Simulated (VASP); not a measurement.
# Sb in VASP: a series of runs, part 2 of 2

VASP 6.6.1.

## (3) Single point, PBE (biaxial strain in the a-b plane: +2.0 %)

Contents of INCAR:

```
PREC = Accurate
ENCUT = 520
EDIFF = 1E-6
ISMEAR = 0
SIGMA = 0.1
LREAL = F
LASPH = T
NELM = 100
ALGO = Normal
ISIF = 2
LWAVE = F
LCHARG = F
GGA = PE
NBANDS = 12
```

Contents of KPOINTS:

```
regular mesh
0
Gamma
  14 10 10
```

Contents of POSCAR:

```
Sb
1.0
    3.1726875256      0.0000000000      0.0000000000
    0.0000000000      4.4843523481      0.0000000000
   -0.0096861368      0.0000000000      4.3423853204
Sb
2
Direct
    0.0001822398      0.7500000000      0.7499297071
    0.9998177602      0.2500000000      0.2500702929
```

Potentials or basis: VASP PAW PBE potentials, release 64 (Sb).

The run is started by

```
cat potpaw_PBE.64/Sb/POTCAR > POTCAR
mpirun -np 1 vasp_std > vasp.out
```

OUTCAR:

```text
PREC = Accurate
   ENCUT = 520
   EDIFF = 1E-6
   ISMEAR = 0
   LREAL = F
   LASPH = T
   NELM = 100
   ISIF = 2
   GGA = PE

 ion  position               nearest neighbor table
   1  0.000  0.750  0.750-   2 3.12   2 3.12   2 3.12   2 3.12
   2  1.000  0.250  0.250-   1 3.12   1 3.12   1 3.12   1 3.12

  LATTYP: Found a simple monoclinic cell.
 ALAT       =     3.1726875256
 B/A-ratio  =     1.4134238912
 C/A-ratio  =     1.3686806811
 COS(beta)  =    -0.0022305972

  Lattice vectors:

 A1 = (   3.1726875256,   0.0000000000,   0.0000000000)
 A2 = (   0.0000000000,   4.4843523481,   0.0000000000)
 A3 = (  -0.0096861368,   0.0000000000,   4.3423853204)

Analysis of symmetry for initial positions (statically):
=====================================================================
 Subroutine PRICEL returns:
 Original cell was already a primitive cell.

 Routine SETGRP: Setting up the symmetry group for a
 simple monoclinic supercell.

 Subroutine GETGRP returns: Found  4 space group operations
 (whereof  2 operations were pure point group operations)
 out of a pool of  4 trial point group operations.

The static configuration has the point symmetry S_2 .
 The point group associated with its full space group is C_2h.

Analysis of symmetry for dynamics (positions and initial velocities):
=====================================================================
 Subroutine PRICEL returns:
 Original cell was already a primitive cell.

 Routine SETGRP: Setting up the symmetry group for a
 simple monoclinic supercell.

 Subroutine GETGRP returns: Found  4 space group operations
 (whereof  2 operations were pure point group operations)
 out of a pool of  4 trial point group operations.

The dynamic configuration has the point symmetry S_2 .
 The point group associated with its full space group is C_2h.

 Subroutine INISYM returns: Found  4 space group operations
 (whereof  2 operations are pure point group operations),
 and found     1 'primitive' translations

[... 119 lines left out ...]
   GGA     = PE    functional components
   LHFCALC =     F    Hartree Fock is set to
   AEXX    =    0.0000 exact exchange contribution
   IVDW    =     0    specifies the selected vdW correction
   LEPSILON=     F    determine dielectric tensor
   LRPA    =     F    only Hartree local field effects (RPA)
 non-spin polarized calculation
 Gauss-broadening in eV      SIGMA  =   0.10
  energy-cutoff  :      520.00
  volume of cell :       61.78
 maximum number of plane-waves:      1692
   NGX = 11   NGY = 17   NGZ = 17

 number of electron      10.0000001 magnetization

 Free energy of the ion-electron system (eV)
  ---------------------------------------------------
  ext. energy  EPLUGINS =         0.00000000
  ---------------------------------------------------
  free energy    TOTEN  =        -8.17616057 eV

  energy without entropy =       -8.16984333  energy(sigma->0) =       -8.17300195

 E-fermi :   6.6706     XC(G=0):  -9.4759

 val. band max:        6.6687102269   @ k =   0.3571   0.1000  -0.0000
 cond. band min:       6.6755055700   @ k =   0.5000   0.3000   0.0000
 fundamental gap:      0.0067953432
 Fermi energy:         6.6706266638

 k-point     1 :       0.0000    0.0000    0.0000
  band No.  band energies     occupation
      1      -5.4219      2.00000
      2      -0.5622      2.00000
      3       3.1694      2.00000
      4       3.5326      2.00000
      5       9.0491      0.00000
      6       9.5846      0.00000
      7       9.9616      0.00000
      8      10.1090      0.00000
      9      13.4496      0.00000
     10      13.4844      0.00000
     11      13.7007      0.00000
     12      14.7994      0.00000
[... 331 lines left out ...]
 k-point    24 :       0.5000    0.2000    0.0000
  band No.  band energies     occupation
      1      -2.9834      2.00000
      2       0.8479      2.00000
      3       1.6624      2.00000
      4       4.7562      2.00000
      5       5.6074      2.00000
      6       5.9106      2.00000
      7      10.3331      0.00000
      8      10.8694      0.00000
      9      11.3476      0.00000
     10      12.0937      0.00000
     11      12.4489      0.00000
     12      15.2153      0.00000

 [... further k-points ...]
[... 5 lines left out ...]
  --------------------------------------------------------------------------------------
  -------------------------------------------------------------------------------------
  Total       -1.0535756     -0.4919558     -0.1259461      0.0000000      0.0000000      0.0048441
  in kB      -27.3225289    -12.7579602     -3.2661773      0.0000000      0.0000000      0.1256233
  external PRESSURE =     -14.4488888 kB  Pullay stress =       0.0000000 kB

 VOLUME and BASIS-vectors are now :
 -----------------------------------------------------------------------------
  energy-cutoff  :      520.00
  volume of cell :       61.78
      direct lattice vectors                 reciprocal lattice vectors
     3.172687526  0.000000000  0.000000000     0.315190195  0.000000000  0.000703064
     0.000000000  4.484352348  0.000000000     0.000000000  0.222997642  0.000000000
    -0.009686137  0.000000000  4.342385320     0.000000000  0.000000000  0.230288177

 POSITION                                       TOTAL-FORCE (eV/Angst)
 -----------------------------------------------------------------------------------
     -0.00669      3.36326      3.25648        -0.000440     -0.000000      0.000572
      3.16969      1.12109      1.08590         0.000440      0.000000     -0.000572
 -----------------------------------------------------------------------------------
    total drift:                               -0.000000      0.000000     -0.000000

  FREE ENERGIE OF THE ION-ELECTRON SYSTEM (eV)
  ---------------------------------------------------
  free  energy   TOTEN  =        -8.1761605673 eV

  energy  without entropy=       -8.1698433343  energy(sigma->0) =       -8.17300195
```

OSZICAR:

```text
N       E                     dE             d eps       ncg     rms          rms(c)
DAV:   1     0.309301472160E+02    0.30930E+02   -0.34463E+03 10368   0.649E+02
DAV:   2    -0.646235570516E+01   -0.37393E+02   -0.36158E+02 13988   0.101E+02
DAV:   3    -0.815227108042E+01   -0.16899E+01   -0.16698E+01 12768   0.240E+01
DAV:   4    -0.816652613050E+01   -0.14255E-01   -0.14249E-01 11968   0.267E+00
DAV:   5    -0.816670459717E+01   -0.17847E-03   -0.17847E-03 12332   0.321E-01    0.257E+00
DAV:   6    -0.817220678135E+01   -0.55022E-02   -0.16767E-03 11944   0.270E-01    0.152E+00
DAV:   7    -0.817601019641E+01   -0.38034E-02   -0.36594E-03 11444   0.396E-01    0.892E-02
DAV:   8    -0.817615248637E+01   -0.14229E-03   -0.15330E-04 12476   0.825E-02    0.110E-02
DAV:   9    -0.817615944343E+01   -0.69571E-05   -0.68413E-06 11924   0.158E-02    0.294E-03
DAV:  10    -0.817616057906E+01   -0.11356E-05   -0.17253E-06 11888   0.711E-03    0.635E-04
DAV:  11    -0.817616056731E+01    0.11752E-07   -0.24821E-08  6264   0.966E-04
   1 F= -.81761606E+01 E0= -.81730020E+01  d E =-.631723E-02
```

Run time: 73 s. Hardware: 1 thread of Intel Xeon Platinum 8488C (Sapphire Rapids), shared host; peak memory 0.38 GiB.

What came out:

| Property | Result |
| --- | --- |
| Free energy | -8.1762 eV |
| Pressure | -1.4 GPa |
| Band gap on the k mesh | zero (band 5 reaches 11.53 eV, above the bottom of band 6 at 3.42 eV) |

Stress tensor (GPa, compression positive):
```
-2.73  0.00  0.01
 0.00 -1.28  0.00
 0.01  0.00 -0.33
```

Caveat: the cell differs from its parent crystal (biaxial strain in the a-b plane: +2.0 %); spin-orbit coupling is left out, which moves the levels of the heavy elements.

## (4) Relaxation of cell and atoms, PBE, target pressure 3 GPa, at which the enthalpy is minimised

This run uses another cell than the first one, of 29.21 Å³/atom, 0.949 times its volume.

Contents of INCAR:

```
SYSTEM = Sb
ALGO     = Normal         ! electronic algorithm
EDIFF    = 1E-6           ! SCF threshold, eV
EDIFFG   = -0.008         ! ionic threshold
ENCUT    = 600            ! plane-wave cutoff, eV
GGA      = PE             ! functional
IBRION   = 2              ! ionic algorithm
ISIF     = 3              ! what is computed and relaxed
ISMEAR   = 0              ! smearing method
LASPH    = .True.         ! aspherical terms in the spheres
LCHARG   = .False.        ! write CHGCAR
LREAL    = .False.        ! projectors in reciprocal space
LWAVE    = .False.        ! write WAVECAR
NELM     = 100            ! most SCF steps
NSW      = 70             ! ionic steps
PREC     = Accurate       ! precision mode
PSTRESS  = 30.0         
SIGMA    = 0.1            ! smearing width, eV
```

Contents of KPOINTS:

```
k-points
0
Gamma
  14 10 10
  0 0 0
```

Contents of POSCAR:

```
Sb
1.0
    3.0812128979      0.0000000000      0.0102670843
    0.0000000000      4.3550841016      0.0000000000
   -0.0239143281      0.0000000000      4.3537437538
Sb
2
Direct
    1.0001822398      0.7500000000      0.7499297071
   -0.0001822398      0.2500000000      0.2500702929
```

The run is started by

```
cat potpaw_PBE.64/Sb/POTCAR > POTCAR
mpirun -np 1 vasp_std > vasp.out
```

It took 4 min on 1 thread of Intel Xeon 6975P-C (Granite Rapids), shared host; peak memory 0.4 GiB.

The run converged. Its results:

| Item | Value |
| --- | --- |
| Free energy | -8.1660 eV |
| Relaxed volume | 28.61 Å³/atom |
| Relaxed cell | a = 3.062 Å, b = 4.323 Å, c = 4.323 Å, α = 90.00°, β = 90.12°, γ = 90.00° |
| Space group after relaxing (to 0.05 Å) | Pm-3m (No. 221) |
| Energy change on relaxing (the enthalpy is what falls) | +8.6 meV/atom |
| Ionic steps | 5 |
| Pressure after relaxing | 3.0 GPa |
| Band gap on the k mesh | zero (band 5 reaches 13.17 eV, above the bottom of band 6 at 3.96 eV) |

The path:
```csv
step,energy change (eV),largest force (eV/Å),pressure (GPa),volume (Å³)
1,0.0000,0.0014,1.63,58.42
2,0.0365,0.0014,4.07,56.34
3,0.0176,0.0014,3.01,57.20
4,0.0171,0.0014,2.98,57.23
5,0.0171,0.0011,2.98,57.22
```

Final structure:
```
Sb
1.0
     3.06193    0.00000    0.01042
     0.00000    4.32349    0.00000
    -0.02345    0.00000    4.32258
Sb
2
Direct
  0.00017 0.75000 0.74995
  0.99983 0.25000 0.25005
```

Levels at points of the mesh, in eV from the Fermi level:
| k point | band 1 | band 2 | band 3 | band 4 | band 5 | band 6 | band 7 | band 8 | band 9 |
| --- | --- | --- | --- | --- | --- | --- | --- | --- | --- |
| (0.00, 0.00, 0.00) | -12.72 | -7.37 | -3.73 | -3.73 | 2.02 | 3.33 | 3.38 | 3.38 | 6.94 |
| (0.50, 0.00, 0.00) | -10.16 | -5.87 | -4.28 | -1.72 | -1.72 | -1.68 | 4.74 | 4.77 | 4.78 |
| (0.00, 0.50, 0.00) | -10.87 | -10.87 | -1.46 | -1.46 | -0.94 | -0.94 | 5.11 | 5.11 | 8.12 |
| (0.50, 0.50, 0.00) | -8.27 | -8.27 | -4.17 | -4.17 | 0.64 | 0.64 | 1.67 | 1.67 | 5.57 |
| (0.00, 0.00, 0.50) | -10.88 | -10.87 | -1.46 | -1.46 | -0.94 | -0.94 | 5.11 | 5.11 | 8.13 |
| (0.50, 0.00, 0.50) | -8.27 | -8.27 | -4.17 | -4.17 | 0.63 | 0.64 | 1.66 | 1.67 | 5.56 |
| (0.00, 0.50, 0.50) | -10.14 | -10.14 | -5.88 | -5.88 | 5.49 | 5.49 | 5.54 | 5.54 | 9.11 |
| (0.50, 0.50, 0.50) | -7.40 | -7.40 | -3.75 | -3.75 | -3.72 | -3.72 | 2.02 | 2.02 | 7.74 |

Caveat: the cell is relaxed towards a set pressure, so the enthalpy falls and the energy may rise; spin-orbit coupling is left out, which moves the levels of the heavy elements.

## (5) Relaxation of cell and atoms, PBE, target pressure -3 GPa, at which the enthalpy is minimised

This run uses another cell than the first one, of 30.91 Å³/atom, 1.004 times its volume.

Contents of INCAR:

```
SYSTEM = Sb
ALGO = Normal
EDIFF = 1E-7
EDIFFG = -0.008
ENCUT = 600
GGA = PE
IBRION = 2
ISIF = 3
ISMEAR = 0
LASPH = .True.
LCHARG = .False.
LREAL = .False.
LWAVE = .False.
NELM = 100
NSW = 70
PREC = Accurate
PSTRESS = -30.0
SIGMA = 0.1
```

KPOINTS is that of step 4.

Contents of POSCAR:

```
Sb
1.0
    3.1399009024      0.0000000000      0.0104626420
    0.0000000000      4.4380355897      0.0000000000
   -0.0243698254      0.0000000000      4.4366697123
Sb
2
Direct
    1.0001822398      0.7500000000      0.7499297071
   -0.0001822398      0.2500000000      0.2500702929
```

The run is started by

```
cat potpaw_PBE.64/Sb/POTCAR > POTCAR
mpirun -np 1 vasp_std > vasp.out
```

It took 11 min on 1 thread of AMD EPYC 7R43 (Zen 3), shared host; peak memory 0.38 GiB.

It converged, with:

```
Free energy                                            : -8.1530 eV
Relaxed volume                                         : 31.97 Å³/atom
Relaxed cell                                           : a = 3.175 Å, b = 4.488 Å, c = 4.487 Å, α = 90.00°, β = 90.11°, γ = 90.00°
Space group after relaxing (to 0.05 Å)                 : Pm-3m (No. 221)
Energy change on relaxing (the enthalpy is what falls) : +14.9 meV/atom
Ionic steps                                            : 3
Pressure after relaxing                                : -3.0 GPa
Band gap on the k mesh                                 : zero (band 5 reaches 11.17 eV, above the bottom of band 6 at 3.07 eV)
```

Step by step:
```
step  energy change (eV)  largest force (eV/Å)  pressure (GPa)  volume (Å³)
   1              0.0000                0.0009           -1.50        61.83
   2              0.0403                0.0006           -3.33        64.46
   3              0.0299                0.0007           -2.99        63.93
```

Final structure:
```yaml
crystal:
  lattice:
    - [3.17463, 0.00000, 0.01106]
    - [0.00000, 4.48804, 0.00000]
    - [-0.02396, 0.00000, 4.48696]
  atoms:
    - { symbol: Sb, position: [0.00017, 0.75000, 0.74994] }
    - { symbol: Sb, position: [0.99982, 0.25000, 0.25006] }
```

Levels at points of the mesh, in eV from the Fermi level:
```
           k point  band 2  band 3  band 4  band 5  band 6  band 7  band 8  band 9
(0.00, 0.00, 0.00)   -7.38   -3.21   -3.20    2.47    3.11    3.13    3.13    6.70
(0.50, 0.00, 0.00)   -5.08   -4.88   -1.46   -1.46   -1.44    4.91    4.91    4.95
(0.00, 0.50, 0.00)  -10.22   -1.16   -1.16   -0.83   -0.83    4.62    4.62    7.95
(0.50, 0.50, 0.00)   -8.01   -3.57   -3.57    0.64    0.64    1.34    1.34    5.67
(0.00, 0.00, 0.50)  -10.22   -1.16   -1.16   -0.83   -0.83    4.62    4.62    7.96
(0.50, 0.00, 0.50)   -8.01   -3.57   -3.57    0.64    0.64    1.34    1.34    5.67
(0.00, 0.50, 0.50)   -9.67   -5.08   -5.08    4.91    4.91    4.92    4.92    8.84
(0.50, 0.50, 0.50)   -7.39   -3.21   -3.21   -3.19   -3.19    2.47    2.47    6.70
```

Caveat: the cell is relaxed towards a set pressure, so the enthalpy falls and the energy may rise; spin-orbit coupling is left out, which moves the levels of the heavy elements.

## (6) Relaxation of cell and atoms, PBE

This run uses another cell than the first one, of 29.90 Å³/atom, 0.971 times its volume.

Contents of INCAR:

```
SYSTEM = Sb
ALGO = Normal ; EDIFF = 1E-6
EDIFFG = -0.005 ; ENCUT = 600
GGA = PE ; IBRION = 2
ISIF = 3 ; ISMEAR = 0
LASPH = .TRUE. ; LCHARG = .FALSE.
LREAL = .FALSE. ; LWAVE = .FALSE.
NELM = 100 ; NSW = 100
PREC = Accurate ; SIGMA = 0.1
```

Contents of KPOINTS:

```
k-points
0
G
  14 10 10
  0 0 0
```

Contents of POSCAR:

```
Sb
1.0
    3.1224020000      0.0000000000      0.0000000000
    0.0000000000      4.3475180000      0.0000000000
   -0.0389150000      0.0000000000      4.4058520000
Sb
2
Direct
    0.9886110000      0.7500000000      0.7588340000
    0.0113890000      0.2500000000      0.2411660000
```

Potentials or basis: VASP PAW PBE potentials, release 64 (Sb).

The run is started by

```
cat potpaw_PBE.64/Sb/POTCAR > POTCAR
mpirun -np 1 vasp_std > vasp.out
```

Run time: 17 min. Hardware: 1 thread of Intel Xeon Platinum 8375C at 2.90GHz (Ice Lake), shared host; peak memory 0.43 GiB.

It converged, with:

* Free energy: -8.1913 eV
* Relaxed volume: 30.03 Å³/atom
* Relaxed cell: a = 3.110 Å, b = 4.394 Å, c = 4.396 Å, α = 90.00°, β = 89.97°, γ = 90.00°
* Space group after relaxing (to 0.05 Å): Pm-3m (No. 221)
* Energy gained by relaxing: 3.8 meV/atom
* Ionic steps: 23
* Pressure after relaxing: 0.0 GPa
* Band gap on the k mesh: zero (band 5 reaches 12.28 eV, above the bottom of band 6 at 3.56 eV)

Step by step:
```tsv
step	energy change (eV)	largest force (eV/Å)	pressure (GPa)	volume (Å³)
1	0.0000	0.1149	0.39	59.81
2	-0.0025	0.0899	-0.24	60.44
3	-0.0026	0.0912	-0.20	60.41
4	-0.0038	0.0839	-0.08	60.24
5	-0.0055	0.0523	0.27	59.80
6	-0.0063	0.0399	0.19	59.88
7	-0.0068	0.0196	0.00	60.06
8	-0.0069	0.0213	0.04	60.02
9	-0.0070	0.0204	0.00	60.06
10	-0.0071	0.0190	-0.11	60.19
11	-0.0071	0.0184	-0.08	60.15
12	-0.0072	0.0179	0.01	60.06
13	-0.0072	0.0182	0.03	60.03
14	-0.0073	0.0173	0.02	60.05
15	-0.0073	0.0161	0.00	60.07
16	-0.0074	0.0141	-0.01	60.08
17	-0.0075	0.0078	-0.06	60.13
18	-0.0074	0.0048	-0.14	60.23
19	-0.0075	0.0030	-0.09	60.17
20	-0.0075	0.0011	-0.02	60.09
21	-0.0075	0.0011	0.00	60.06
22	-0.0075	0.0011	0.00	60.07
23	-0.0075	0.0011	0.00	60.07
```

Final structure:
```xyz
2
Lattice="3.1095 0.0000 0.0145 0.0000 4.3939 0.0000 -0.0181 0.0000 4.3963" Properties=species:S:1:pos:R:3 pbc="T T T"
Sb    3.0956    3.2954    3.3120
Sb   -0.0042    1.0985    1.0988
```

Levels at points of the mesh, in eV from the Fermi level:
```
           k point  band 1  band 2  band 3  band 4  band 5  band 6  band 7  band 8  band 9
(0.00, 0.00, 0.00)  -12.32   -7.38   -3.49   -3.49    2.22    3.26    3.27    3.27    6.93
(0.50, 0.00, 0.00)   -9.93   -5.51   -4.55   -1.60   -1.59   -1.58    4.85    4.86    4.87
(0.00, 0.50, 0.00)  -10.57  -10.57   -1.32   -1.32   -0.89   -0.89    4.91    4.91    8.06
(0.50, 0.50, 0.00)   -8.14   -8.14   -3.90   -3.90    0.64    0.64    1.52    1.52    5.62
(0.00, 0.00, 0.50)  -10.57  -10.57   -1.32   -1.32   -0.89   -0.89    4.90    4.91    8.05
(0.50, 0.00, 0.50)   -8.14   -8.14   -3.90   -3.90    0.64    0.65    1.52    1.52    5.62
(0.00, 0.50, 0.50)   -9.92   -9.92   -5.52   -5.52    5.24    5.24    5.26    5.26    9.00
(0.50, 0.50, 0.50)   -7.39   -7.39   -3.50   -3.50   -3.48   -3.48    2.23    2.23    7.27
```

Caveat: spin-orbit coupling is left out, which moves the levels of the heavy elements.

## (7) Overview

| task | cell | cutoff (eV) | gap on the mesh (eV) | pressure (GPa) |
| --- | --- | --- | --- | --- |
| single point | a = 3.173, b = 4.484, c = 4.327 Å, angles 90.0, 90.1, 90.0°, 2 atoms | 520 | none | -1.3 |
| single point | a = 3.173, b = 4.484, c = 4.342 Å, angles 90.0, 90.1, 90.0°, 2 atoms | 520 | none | -1.4 |
| relaxation of cell and atoms | relaxed to 3 GPa from a = 3.081, b = 4.355, c = 4.354 Å, angles 90.0, 90.1, 90.0°, 2 atoms | 600 | none | 3.0 |
| relaxation of cell and atoms | relaxed to -3 GPa from a = 3.140, b = 4.438, c = 4.437 Å, angles 90.0, 90.1, 90.0°, 2 atoms | 600 | none | -3.0 |
| relaxation of cell and atoms | relaxed from a = 3.122, b = 4.348, c = 4.406 Å, angles 90.0, 90.5, 90.0°, 2 atoms | 600 | none | 0.0 |

Alike in all rows: level PBE; potentials or basis VASP PAW PBE potentials, release 64 (Sb); no spin polarisation; k mesh 14 × 10 × 10; smearing gaussian 0.1 eV.

Caveats: spin-orbit coupling is left out, which moves the levels of the heavy elements; the cell is relaxed towards a set pressure, so the enthalpy falls and the energy may rise (some runs).

Total energies depend on the potentials used, so only differences within one code and one set of settings carry meaning.
